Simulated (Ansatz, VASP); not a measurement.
## Two plane-wave programs on Ge4P

```
Ge P
1.0
     5.61884    0.00000    0.00000
    -2.80942    4.86606    0.00000
     0.00000    0.00000    4.77528
Ge P
4 1
Direct
  0.50000 0.00000 0.50000
  0.00000 0.50000 0.50000
  0.50000 0.50000 0.50000
  0.00000 0.00000 0.50000
  0.00000 0.00000 0.00000
```

Alike in both runs: functional PBE; k mesh 6 × 6 × 4; occupations gaussian, width 0.1 eV; no spin polarisation.

Ansatz relaxed the structure, and its values are those at the end. VASP's run is a single point on that final structure, the one shown.

|  | VASP | Ansatz |
| --- | --- | --- |
| version | VASP 6.6.1 | Ansatz 0.2.0 |
| potentials or method | VASP PAW PBE potentials, release 64 (Ge_d, P), cutoff 520 eV | scalar-relativistic, plane waves, PAW |
| valence electrons in the cell | 61 | 61 |

|  | VASP | Ansatz | Ansatz less VASP |
| --- | --- | --- | --- |
| gap on the k mesh at the Fermi level (eV) | none | none | - |
| pressure (GPa) | 0.0 | 0.0 | -0.01 |

A gap of «none» marks a metal or a gap that the smearing closes. With one functional, cell and mesh, what is left measures potentials, basis and numerics.
